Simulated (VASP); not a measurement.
Runs of VASP 6.6.1 on Cs3Al. The structure is that of space group Pm-3m (No. 221), or close to it. The cells are those of the table. 

```csv
task,cell,k mesh,cutoff (eV),gap on the mesh (eV),pressure (GPa),relaxed volume (Å³/atom)
relaxation of cell and atoms,"relaxed from a = 5.289 Å, 4 atoms",4 × 4 × 4,600,none,0.0,66.51
single point,"a = 6.265 Å, 4 atoms",4 × 4 × 4,520,none,0.3,-
relaxation of cell and atoms,"relaxed from a = 6.265 Å, 4 atoms",8 × 8 × 8,600,none,0.0,(a)
single point,"a = 6.414 Å, 4 atoms",8 × 8 × 8,520,none,0.0,-
single point,"a = 5.289 Å, 4 atoms",4 × 4 × 4,520,none,6.0,-
```

Alike in all rows: level PBE; potentials or basis VASP PAW PBE potentials, release 64 (Cs_sv, Al); no spin polarisation; smearing gaussian 0.1 eV.

**Question.** Estimate the missing entries.

**Answer.** (a) 66.17.

Caveats: spin-orbit coupling is left out, which moves the levels of the heavy elements; the volume moved by over 15 % at a fixed basis, so the end points are rough (at least some runs); the cell stands under pressure (at least some runs).

A k mesh can miss the band edges, and the runs leave out spin-orbit coupling on Cs.

A gap of «none» marks levels without a gap at the run's occupations.
